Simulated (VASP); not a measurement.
# Ag in VASP: notebook, part 2 of 2

VASP 6.6.1. The steps go on from the part before.

## 3. Single point, PBE (strained)

File INCAR:

```
PREC = Accurate
ENCUT = 520
EDIFF = 1E-6
ISMEAR = 0
SIGMA = 0.1
LREAL = False
LASPH = True
NELM = 80
ALGO = Normal
ISIF = 2
LWAVE = False
LCHARG = False
GGA = PE
NBANDS = 12
```

File KPOINTS:

```
regular mesh
0
Gamma
  18 18 18
```

File POSCAR:

```
Ag
1.0
   -1.6625580772      1.6625580772      1.6625580772
    1.6625580772     -1.6625580772      1.6625580772
    1.6625580772      1.6625580772     -1.6625580772
Ag
1
Direct
    0.0000000000      0.0000000000      0.0000000000
```

Potentials or basis: VASP PAW PBE potentials, release 64 (Ag).

Command:

```bash
$ cat potpaw_PBE.64/Ag/POTCAR > POTCAR
$ mpirun -np 1 vasp_std > vasp.out
```

OUTCAR:

```text
PREC = Accurate
   ENCUT = 520
   EDIFF = 1E-6
   ISMEAR = 0
   LREAL = False
   LASPH = True
   NELM = 80
   ISIF = 2
   GGA = PE

 ion  position               nearest neighbor table
   1  0.000  0.000  0.000-

  LATTYP: Found a body centered cubic cell.
 ALAT       =     3.3251161544

  Lattice vectors:

 A1 = (  -1.6625580772,   1.6625580772,   1.6625580772)
 A2 = (   1.6625580772,  -1.6625580772,   1.6625580772)
 A3 = (   1.6625580772,   1.6625580772,  -1.6625580772)

[... 529 lines left out ...]
      3       3.8166      2.00000
      4       3.9063      2.00000
      5       4.4627      2.00000
      6       7.6062      0.04143
      7      12.1227      0.00000
      8      19.0023      0.00000
      9      21.0740      0.00000
     10      26.8500      0.00000
     11      29.5277      0.00000
     12      30.7438      0.00000

 [... further k-points ...]
[... 5 lines left out ...]
  --------------------------------------------------------------------------------------
  -------------------------------------------------------------------------------------
  Total       -0.1984821     -0.1984821     -0.1984821      0.0000000     -0.0000000      0.0000000
  in kB      -17.2998170    -17.2998170    -17.2998170      0.0000000     -0.0000000      0.0000000
  external PRESSURE =     -17.2998170 kB  Pullay stress =       0.0000000 kB

 VOLUME and BASIS-vectors are now :
 -----------------------------------------------------------------------------
  energy-cutoff  :      520.00
  volume of cell :       18.38
      direct lattice vectors                 reciprocal lattice vectors
    -1.662558077  1.662558077  1.662558077     0.000000000  0.300741374  0.300741374
     1.662558077 -1.662558077  1.662558077     0.300741374  0.000000000  0.300741374
     1.662558077  1.662558077 -1.662558077     0.300741374  0.300741374  0.000000000

 POSITION                                       TOTAL-FORCE (eV/Angst)
 -----------------------------------------------------------------------------------
      0.00000      0.00000      0.00000         0.000000      0.000000      0.000000
 -----------------------------------------------------------------------------------
    total drift:                                0.000000      0.000000      0.000000

  FREE ENERGIE OF THE ION-ELECTRON SYSTEM (eV)
  ---------------------------------------------------
  free  energy   TOTEN  =        -2.6804482389 eV

  energy  without entropy=       -2.6783871287  energy(sigma->0) =       -2.67941768
```

OSZICAR:

```text
N       E                     dE             d eps       ncg     rms          rms(c)
DAV:   1     0.514312502100E+02    0.51431E+02   -0.54578E+03  4720   0.819E+02
DAV:   2    -0.209626772612E+01   -0.53528E+02   -0.50487E+02  5432   0.190E+02
DAV:   3    -0.290608977802E+01   -0.80982E+00   -0.80909E+00  5444   0.248E+01
DAV:   4    -0.290860327686E+01   -0.25135E-02   -0.25134E-02  5300   0.144E+00
DAV:   5    -0.290862414876E+01   -0.20872E-04   -0.20872E-04  5408   0.119E-01    0.429E+00
DAV:   6    -0.268790833818E+01    0.22072E+00   -0.93464E-01  5084   0.850E+00    0.294E+00
DAV:   7    -0.268270280884E+01    0.52055E-02   -0.48736E-03  5220   0.697E-01    0.170E+00
DAV:   8    -0.268043210817E+01    0.22707E-02   -0.72509E-04  5204   0.215E-01    0.576E-02
DAV:   9    -0.268044357258E+01   -0.11464E-04   -0.10845E-05  5164   0.274E-02    0.186E-02
DAV:  10    -0.268044837753E+01   -0.48050E-05   -0.40390E-06  5296   0.193E-02    0.187E-03
DAV:  11    -0.268044823895E+01    0.13859E-06   -0.65713E-08  2632   0.218E-03
   1 F= -.26804482E+01 E0= -.26794177E+01  d E =-.206111E-02
```

It took 38 s on 1 thread of Intel Xeon 8259CL, shared host; peak memory 0.17 GiB.

What came out:

* Free energy: -2.6804 eV
* Pressure: -1.7 GPa

Levels at points of the mesh, in eV from the Fermi level:
| k point | band 4 | band 5 | band 6 | band 7 | band 8 | band 9 |
| --- | --- | --- | --- | --- | --- | --- |
| (0.00, 0.00, 0.00) | -4.68 | -3.50 | -3.50 | 17.67 | 17.67 | 17.67 |
| (0.50, 0.00, 0.00) | -3.40 | -2.62 | 0.08 | 3.71 | 13.04 | 13.80 |
| (0.50, 0.50, 0.50) | -2.83 | -2.83 | 6.67 | 6.67 | 6.67 | 11.77 |

Caveat: the cell differs from its parent crystal (strained).

## 4. Single point, PBE (strained)

File INCAR:

```
SYSTEM = Ag
PREC = Accurate
ENCUT = 520
EDIFF = 1E-7
ISMEAR = 0
SIGMA = 0.1
LREAL = .False.
LASPH = .True.
NELM = 80
ALGO = Normal
ISIF = 2
LWAVE = .False.
LCHARG = .False.
GGA = PE
NBANDS = 12
```

File KPOINTS:

```
Automatic mesh
0
Gamma
  18 18 18
  0 0 0
```

File POSCAR:

```
Ag
1.0
   -1.6657700459      1.6657700459      1.6657700459
    1.6657700459     -1.6657700459      1.6657700459
    1.6657700459      1.6657700459     -1.6657700459
Ag
1
Direct
    0.0000000000      0.0000000000      0.0000000000
```

Command:

```bash
$ cat potpaw_PBE.64/Ag/POTCAR > POTCAR
$ mpirun -np 1 vasp_std > vasp.out
```

Wall time 46 s (1 thread of Intel Xeon 8259CL, shared host); peak memory 0.17 GiB.

It converged, with:

- Free energy: -2.6792 eV
- Pressure: -2.2 GPa

Levels at points of the mesh, in eV from the Fermi level:
```
           k point  band 2  band 3  band 4  band 5  band 6  band 7  band 8  band 9  band 10  band 11
(0.00, 0.00, 0.00)   -4.66   -4.66   -4.66   -3.50   -3.50   17.65   17.65   17.65    22.74    22.74
(0.50, 0.00, 0.00)   -5.34   -3.55   -3.40   -2.62    0.09    3.68   13.01   13.75    18.99    20.02
(0.50, 0.50, 0.50)   -5.90   -2.83   -2.83   -2.83    6.65    6.65    6.65   11.69    12.80    12.80
```

Caveat: the cell differs from its parent crystal (strained).

## 5. Single point, PBE (strained)

File INCAR:

```
PREC = Accurate
ENCUT = 520
EDIFF = 1E-7
ISMEAR = 0
SIGMA = 0.1
LREAL = False
LASPH = True
NELM = 100
ALGO = Normal
ISIF = 2
LWAVE = False
LCHARG = False
GGA = PE
NBANDS = 12
```

File KPOINTS:

```
regular mesh
0
Gamma
  18 18 18
```

File POSCAR:

```
Ag
1.0
   -1.5710004110      1.5710004110      1.5710004110
    1.6041134910     -1.6041134910      1.6372265710
    1.6041134910      1.6372265710     -1.6041134910
Ag
1
Direct
    0.0000000000      0.0000000000      0.0000000000
```

Command:

```bash
$ cat potpaw_PBE.64/Ag/POTCAR > POTCAR
$ mpirun -np 1 vasp_std > vasp.out
```

It took 2.1 min on 1 thread of Intel Xeon 8259CL, shared host; peak memory 0.23 GiB.

Results (log left out):

```
Free energy : -2.6380 eV
Pressure    : 9.7 GPa
```

Stress tensor (GPa, compression positive):
```
 9.71 -1.20 -1.20
-1.20  9.71  1.20
-1.20  1.20  9.71
```

Levels at points of the mesh, in eV from the Fermi level:
```tsv
k point	band 2	band 3	band 4	band 5	band 6	band 7	band 8	band 9
(0.00, 0.00, 0.00)	-5.28	-5.00	-5.00	-3.67	-3.67	17.68	18.23	18.23
(0.50, 0.00, 0.00)	-5.87	-3.76	-3.60	-2.56	-0.05	4.57	13.32	14.62
(0.00, 0.50, 0.00)	-5.97	-3.70	-3.49	-2.64	-0.31	4.10	13.36	15.17
(0.50, 0.50, 0.50)	-6.63	-2.93	-2.93	-2.72	6.94	7.01	7.01	13.33
```

Caveat: the cell differs from its parent crystal (strained).

## 6. Overview

| task | cell | cutoff (eV) | gap on the mesh (eV) | pressure (GPa) |
| --- | --- | --- | --- | --- |
| relaxation of cell and atoms | relaxed from a = 2.868 Å, angles 109.5°, 1 atom | 600 | none | 0.0 |
| single point | a = 2.880 Å, angles 109.5°, 1 atom | 520 | none | -1.7 |
| single point | a = 2.885 Å, angles 109.5°, 1 atom | 520 | none | -2.2 |
| single point | a = 2.721, b = 2.798, c = 2.798 Å, angles 110.0, 108.9, 108.9°, 1 atom | 520 | none | 9.7 |

Alike in all rows: level PBE; potentials or basis VASP PAW PBE potentials, release 64 (Ag); no spin polarisation; k mesh 18 × 18 × 18; smearing gaussian 0.1 eV.

Total energies depend on the potentials used, so only differences within one code and one set of settings carry meaning.
